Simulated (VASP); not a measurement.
Cd3Se2, 5 atoms in the cell. Symmetry: P-3m1, No. 164, trigonal system. The conventional cell has a = 4.469 Å, b = 4.469 Å, c = 9.483 Å, α = 90.00°, β = 90.00°, γ = 120.00°. Cd (site symmetry -3m) has 6 Se at 3.92 Å and 12 Cd at 4.46 to 4.47 Å within 5.1 Å. Within 3.5 Å of Cd (site symmetry 3m) lie 4 Se at 2.67 to 2.89 Å and 3 Cd at 3.39 Å. Within 3.5 Å of Se (site symmetry 3m) lie 4 Cd at 2.67 to 2.89 Å. 

* Program: VASP 6.6.1
* Task: single point
* Functional: PBE
* Potentials or basis: VASP PAW PBE potentials, release 64 (Cd, Se)
* Cutoff: 520 eV
* k mesh: 6 × 6 × 4
* Occupations: gaussian, width 0.1 eV
* Spin: no spin polarisation
* Dipole correction: no
* Further INCAR settings: ALGO = Normal; EDIFF = 1e-07; NBANDS = 32

Potentials or basis: VASP PAW PBE potentials, release 64 (Cd, Se).

Run with:

```sh
$ cat potpaw_PBE.64/Cd/POTCAR potpaw_PBE.64/Se/POTCAR > POTCAR
$ mpirun -np 1 vasp_std > vasp.out
```

Hardware: 1 thread of Intel(R) Xeon(R) 6975P-C (Granite Rapids), with other jobs on the host.

Problem. Estimate the wall time of this run.

Solution. It took 92 s on 1 thread of Intel(R) Xeon(R) 6975P-C (Granite Rapids), with other jobs on the host, peak memory 0.35 GiB. Counts: scf iterations 16, k points 24.
